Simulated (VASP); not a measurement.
# Al6H in VASP: a series of runs

Al6H is run at these levels: PBE; tasks: single point.

All numbers are computed with VASP 6.6.1; they aren't measurements. Logs are shortened: lines on timing, memory, paths and dates and some standing lists are left out, and cuts for length are marked.

**1. The cell of the first run**

The cell holds a slab with vacuum, 14 atoms: a = 5.714 Å, b = 5.714 Å, c = 22.602 Å, α = 90.00°, β = 90.00°, γ = 120.00°.

**2. Single point, PBE**

Input file INCAR:

```
SYSTEM = Al6H
  PREC = Accurate
  ENCUT = 520
  EDIFF = 1E-6
  ISMEAR = 0
  SIGMA = 0.1
  LREAL = .FALSE.
  LASPH = .TRUE.
  NELM = 100
  ALGO = Normal
  ISIF = 2
  LWAVE = .FALSE.
  LCHARG = .FALSE.
  LDIPOL = .TRUE.
  IDIPOL = 3
  DIPOL = 0.5 0.5 0.306
  GGA = PE
  NBANDS = 32
```

Input file KPOINTS:

```
Automatic mesh
0
G
  6 6 1
  0 0 0
```

Input file POSCAR:

```
Al6H
1.0
    5.7143028096      0.0000000000      0.0000000000
   -2.8571514048      4.9487313980      0.0000000000
    0.0000000000      0.0000000000     22.6016424636
Al H
12 2
Direct
    0.3333333333      0.1666666667      0.1769782885
    0.3333333333      0.6666666667      0.1769782885
    0.8333333333      0.1666666667      0.1769782885
    0.8333333333      0.6666666667      0.1769782885
    0.1666666667      0.3333333333      0.2787817904
    0.1666666667      0.8333333333      0.2787817904
    0.6666666667      0.3333333333      0.2787817904
    0.6666666667      0.8333333333      0.2787817904
    0.0000000000      0.0000000000      0.3805759903
    0.0000000000      0.5000000000      0.3805759903
    0.5000000000      0.0000000000      0.3805759903
    0.5000000000      0.5000000000      0.3805759903
    0.2171633017      0.4343266034      0.4712773632
    0.2828366983      0.5656733966      0.4712773632
```

Potentials or basis: VASP PAW PBE potentials, release 64 (Al, H).

Started as:

```bash
> cat potpaw_PBE.64/Al/POTCAR potpaw_PBE.64/H/POTCAR > POTCAR
> mpirun -np 1 vasp_std > vasp.out
```

OUTCAR:

```text
SYSTEM = Al6H
   PREC = Accurate
   ENCUT = 520
   EDIFF = 1E-6
   ISMEAR = 0
   LREAL = .FALSE.
   LASPH = .TRUE.
   NELM = 100
   ISIF = 2
   GGA = PE

 ion  position               nearest neighbor table
   1  0.333  0.167  0.177-   5 2.83   6 2.83   7 2.83   4 2.86   2 2.86   2 2.86   4 2.86   3 2.86
                             3 2.86
   2  0.333  0.667  0.177-   6 2.83   5 2.83   8 2.83   3 2.86   1 2.86   1 2.86   3 2.86   4 2.86
                             4 2.86
   3  0.833  0.167  0.177-   7 2.83   8 2.83   5 2.83   4 2.86   2 2.86   4 2.86   2 2.86   1 2.86
                             1 2.86
   4  0.833  0.667  0.177-   8 2.83   7 2.83   6 2.83   3 2.86   1 2.86   3 2.86   1 2.86   2 2.86
                             2 2.86
   5  0.167  0.333  0.279-   9 2.83  12 2.83  10 2.83   1 2.83   2 2.83   3 2.83   8 2.86   6 2.86
                             6 2.86   8 2.86   7 2.86   7 2.86
   6  0.167  0.833  0.279-  10 2.83  11 2.83   9 2.83   2 2.83   1 2.83   4 2.83   7 2.86   5 2.86
                             5 2.86   7 2.86   8 2.86   8 2.86
   7  0.667  0.333  0.279-  11 2.83  10 2.83  12 2.83   3 2.83   4 2.83   1 2.83   8 2.86   6 2.86
                             8 2.86   6 2.86   5 2.86   5 2.86
   8  0.667  0.833  0.279-  12 2.83   9 2.83  11 2.83   4 2.83   3 2.83   2 2.83   7 2.86   5 2.86
                             7 2.86   5 2.86   6 2.86   6 2.86
   9  0.000  0.000  0.381-   5 2.83   8 2.83   6 2.83  10 2.86  12 2.86  10 2.86  12 2.86  11 2.86
                            11 2.86
  10  0.000  0.500  0.381-   6 2.83   7 2.83   5 2.83   9 2.86  11 2.86   9 2.86  11 2.86  12 2.86
                            12 2.86
  11  0.500  0.000  0.381-   7 2.83   6 2.83   8 2.83  10 2.86  12 2.86  12 2.86  10 2.86   9 2.86
                             9 2.86
  12  0.500  0.500  0.381-   8 2.83   5 2.83   7 2.83   9 2.86  11 2.86  11 2.86   9 2.86  10 2.86
                            10 2.86
  13  0.217  0.434  0.471-  14 0.65
  14  0.283  0.566  0.471-  13 0.65

  LATTYP: Found a hexagonal cell.
 ALAT       =     5.7143028096
 C/A-ratio  =     3.9552755982

  Lattice vectors:

 A1 = (   5.7143028096,   0.0000000000,   0.0000000000)
 A2 = (  -2.8571514048,   4.9487313980,   0.0000000000)
 A3 = (   0.0000000000,   0.0000000000,  22.6016424636)

Analysis of symmetry for initial positions (statically):
=====================================================================
 Subroutine PRICEL returns:
 Original cell was already a primitive cell.

 Routine SETGRP: Setting up the symmetry group for a
 hexagonal supercell.

 Subroutine GETGRP returns: Found  2 space group operations
 (whereof  2 operations were pure point group operations)
 out of a pool of 24 trial point group operations.

The static configuration has the point symmetry C_1h.

Analysis of symmetry for dynamics (positions and initial velocities):
=====================================================================
 Subroutine PRICEL returns:
 Original cell was already a primitive cell.

 Routine SETGRP: Setting up the symmetry group for a
 hexagonal supercell.

 Subroutine GETGRP returns: Found  2 space group operations
 (whereof  2 operations were pure point group operations)
 out of a pool of 24 trial point group operations.

The dynamic configuration has the point symmetry C_1h.

 Subroutine INISYM returns: Found  2 space group operations
 (whereof  2 operations are pure point group operations),
 and found     1 'primitive' translations

----------------------------------------------------------------------------------------

                                     Primitive cell

  volume of cell :     639.1417

  direct lattice vectors                    reciprocal lattice vectors
     5.714302810  0.000000000  0.000000000     0.174999476  0.101035995  0.000000000
    -2.857151405  4.948731398  0.000000000     0.000000000  0.202071990  0.000000000
     0.000000000  0.000000000 22.601642464     0.000000000  0.000000000  0.044244572

  length of vectors
     5.714302810  5.714302810 22.601642464     0.202071990  0.202071990  0.044244572

  position of ions in fractional coordinates (direct lattice)
     0.333333333  0.166666667  0.176978289
     0.333333333  0.666666667  0.176978289
     0.833333333  0.166666667  0.176978289
     0.833333333  0.666666667  0.176978289
     0.166666667  0.333333333  0.278781790
[... 56 lines left out ...]
  0.166667  0.000000  0.000000      4.000000
  0.000000  0.166667  0.000000      2.000000
  0.333333 -0.000000  0.000000      4.000000
  0.000000  0.333333  0.000000      2.000000
  0.500000  0.000000  0.000000      2.000000
  0.000000  0.500000  0.000000      1.000000
  0.166667  0.166667  0.000000      4.000000
 -0.333333  0.166667  0.000000      2.000000
  0.333333  0.166667  0.000000      4.000000
 -0.166667  0.500000  0.000000      4.000000
  0.500000  0.333333  0.000000      4.000000
  0.333333  0.333333  0.000000      2.000000
   k-points           NKPTS =     13   k-points in BZ     NKDIM =     13   number of bands    NBANDS=     32
   number of dos      NEDOS =    301   number of ions     NIONS =     14
   total plane-waves  NPLWV = 296352
   dimension x,y,z NGX =    42 NGY =   42 NGZ =  168
   dimension x,y,z NGXF=    84 NGYF=   84 NGZF=  336
   ions per type =              12   2
   NGX,Y,Z   is equivalent  to a cutoff of  12.22, 12.22, 12.36 a.u.
   NGXF,Y,Z  is equivalent  to a cutoff of  24.44, 24.44, 24.71 a.u.
 SYSTEM =  Al6H
   PREC   = accura    normal or accurate (medium, high low for compatibility)
   ISTART =      0    job   : 0-new  1-cont  2-samecut
   ICHARG =      2    charge: 1-file 2-atom 10-const
   ISPIN  =      1    spin polarized calculation?
   LNONCOLLINEAR =      F non collinear calculations
   LSORBIT =      F    spin-orbit coupling
   LASPH  =      T    aspherical Exc in radial PAW
   ENCUT  =  520.0 eV  38.22 Ry    6.18 a.u.  10.62 10.62 42.02*2*pi/ulx,y,z
   NELM   =    100;   NELMIN=  2; NELMDL= -5     # of ELM steps
   EDIFF  = 0.1E-05   stopping-criterion for ELM
   LREAL  =      F    real-space projection
   EDIFFG = 0.1E-04   stopping-criterion for IOM
   NSW    =      0    number of steps for IOM
   IBRION =     -1    ionic relax: 0-MD 1-quasi-New 2-CG
   NFREE  =      0    steps in history (QN), initial steepest desc. (CG)
   ISIF   =      2    stress and relaxation
   ISYM   =      2    0-nonsym 1-usesym 2-fastsym
   POTIM  = 0.5000    time-step for ionic-motion
   TEBEG  =    0.0;   TEEND  =   0.0 temperature during run
   PSTRESS=    0.0 pullay stress
   NELECT =      38.0000    total number of electrons
   NUPDOWN=      -1.0000    fix difference up-down
   EMIN   =  10.00;   EMAX   =-10.00  energy-range for DOS
   EFERMI =   0.00;   METHOD = LEGACY
   ISMEAR =     0;   SIGMA  =   0.10  broadening in eV -4-tet -1-fermi 0-gaus
   EFERMI_NEDOS =   21; number of points for ismear=-14 and -15
   IALGO  =     38    algorithm
   IMIX   =      4    mixing-type and parameters
     AMIX     =   0.40;   BMIX     =  1.00
     AMIX_MAG =   1.60;   BMIX_MAG =  1.00
  volume/ion in A,a.u.               =      45.65       308.08
  Fermi-wavevector in a.u.,A,eV,Ry     =   0.638955  1.207450  5.554763  0.408264
  Thomas-Fermi vector in A             =   1.704469
   LORBIT       =      0    0 simple, 1 ext, 2 COOP (PROOUT), +10 PAW based schemes
   GGA     = PE    functional components
   LHFCALC =     F    Hartree Fock is set to
   AEXX    =    0.0000 exact exchange contribution
   IVDW    =     0    specifies the selected vdW correction
   LEPSILON=     F    determine dielectric tensor
   LRPA    =     F    only Hartree local field effects (RPA)
 non-spin polarized calculation
 Gauss-broadening in eV      SIGMA  =   0.10
  energy-cutoff  :      520.00
  volume of cell :      639.14
 maximum number of plane-waves:     17305
   NGX = 21   NGY = 21   NGZ = 85

 dipolmoment           0.000000      0.000000      0.000014 electrons x Angstroem

 number of electron      38.0000002 magnetization

 dipolmoment           0.000000      0.000000     -0.044397 electrons x Angstroem

 Free energy of the ion-electron system (eV)
  ---------------------------------------------------
  ext. energy  EPLUGINS =         0.00000000
  ---------------------------------------------------
  free energy    TOTEN  =       -48.19225567 eV

  energy without entropy =      -48.15543855  energy(sigma->0) =      -48.17384711

 E-fermi :  -0.0891     XC(G=0):  -4.0664

 val. band max:       -0.1006890197   @ k =  -0.1667   0.5000   0.0000
 cond. band min:      -0.0645615914   @ k =   0.5000   0.3333   0.0000
 fundamental gap:      0.0361274283
 Fermi energy:        -0.0890610375

 k-point     1 :       0.0000    0.0000    0.0000
  band No.  band energies     occupation
      1     -10.6695      2.00000
      2      -9.2411      2.00000
      3      -8.2445      2.00000
      4      -5.9918      2.00000
      5      -4.7684      2.00000
      6      -4.7683      2.00000
[... 431 lines left out ...]
     30       3.2301      0.00000
     31       3.4358      0.00000
 [bands above 31 left out]

------------------------ aborting loop because EDIFF is reached ----------------------------------------

 vacuum level on the upper side and lower side of the slab       (xc-potential included)        -0.156         0.124

  FORCE on cell =-STRESS in cart. coord.  units (eV):
  Direction    XX          YY          ZZ          XY          YZ          ZX
  --------------------------------------------------------------------------------------
  -------------------------------------------------------------------------------------
  Total       -2.5213887     -0.0202982      3.0054743      0.0000000     -0.3093142      0.0000000
  in kB       -6.3205263     -0.0508829      7.5340147      0.0000000     -0.7753778      0.0000000
  external PRESSURE =       0.3875352 kB  Pullay stress =       0.0000000 kB

 VOLUME and BASIS-vectors are now :
 -----------------------------------------------------------------------------
  energy-cutoff  :      520.00
  volume of cell :      639.14
      direct lattice vectors                 reciprocal lattice vectors
     5.714302810  0.000000000  0.000000000     0.174999476  0.101035995  0.000000000
    -2.857151405  4.948731398  0.000000000     0.000000000  0.202071990  0.000000000
     0.000000000  0.000000000 22.601642464     0.000000000  0.000000000  0.044244572

 POSITION                                       TOTAL-FORCE (eV/Angst)
 -----------------------------------------------------------------------------------
      1.42858      0.82479      4.00000         0.020145     -0.016922     -0.033757
     -0.00000      3.29915      4.00000        -0.000000     -0.005631     -0.044674
      4.28573      0.82479      4.00000        -0.020145     -0.016922     -0.033757
      2.85715      3.29915      4.00000        -0.000000      0.041007     -0.044058
      0.00000      1.64958      6.30093        -0.000000      0.042862     -0.043404
     -1.42858      4.12394      6.30093        -0.019664     -0.009569     -0.030614
      2.85715      1.64958      6.30093        -0.000000      0.048034      0.026415
      1.42858      4.12394      6.30093         0.019664     -0.009569     -0.030614
      0.00000      0.00000      8.60164        -0.000000     -0.013717     -0.028665
     -1.42858      2.47437      8.60164        -0.187699      0.007115     -0.367154
      2.85715      0.00000      8.60164        -0.000000     -0.006873     -0.049628
      1.42858      2.47437      8.60164         0.187699      0.007115     -0.367154
     -0.00000      2.14937     10.65164        -0.000000     -5.207931      0.545813
      0.00000      2.79937     10.65164        -0.000000      5.141002      0.501248
 -----------------------------------------------------------------------------------
    total drift:                               -0.000000      0.000088      0.000169

  FREE ENERGIE OF THE ION-ELECTRON SYSTEM (eV)
  ---------------------------------------------------
  free  energy   TOTEN  =       -48.1922556684 eV

  energy  without entropy=      -48.1554385523  energy(sigma->0) =      -48.17384711

 vacuum level on the upper side and lower side of the slab         3.601         3.886
```

Wall time 6 min (1 thread of Intel Xeon Platinum 8488C (Sapphire Rapids), shared host); peak memory 0.69 GiB.

Results:

* Free energy: -48.1923 eV
* Largest force: 5.236 eV/Å
* Band gap on the k mesh: zero (bands 19 and 20 overlap by 1.00 eV)

Forces on the atoms (eV/Å):
```
Al   0.020 -0.017 -0.034
Al   0.000 -0.006 -0.045
Al  -0.020 -0.017 -0.034
Al   0.000  0.041 -0.044
Al   0.000  0.043 -0.043
Al  -0.020 -0.010 -0.031
Al   0.000  0.048  0.026
Al   0.020 -0.010 -0.031
Al   0.000 -0.014 -0.029
Al  -0.188  0.007 -0.367
Al   0.000 -0.007 -0.050
Al   0.188  0.007 -0.367
H    0.000 -5.208  0.546
H    0.000  5.141  0.501
```

Levels at points of the mesh, in eV from the Fermi level:
| k point | band 16 | band 17 | band 18 | band 19 | band 20 | band 21 | band 22 | band 23 |
| --- | --- | --- | --- | --- | --- | --- | --- | --- |
| (0.00, 0.00, 0.00) | -2.72 | -2.62 | -0.46 | -0.44 | -0.37 | -0.17 | -0.16 | -0.12 |
| (0.50, 0.00, 0.00) | -0.48 | -0.47 | -0.21 | -0.20 | 0.91 | 0.95 | 1.21 | 1.36 |
| (0.00, 0.50, 0.00) | -0.47 | -0.47 | -0.22 | -0.20 | 0.91 | 0.93 | 1.23 | 1.35 |

(Part 1 of 2 ends here.)

The gap in the log of VASP goes by the Fermi energy; the results here count the filled bands.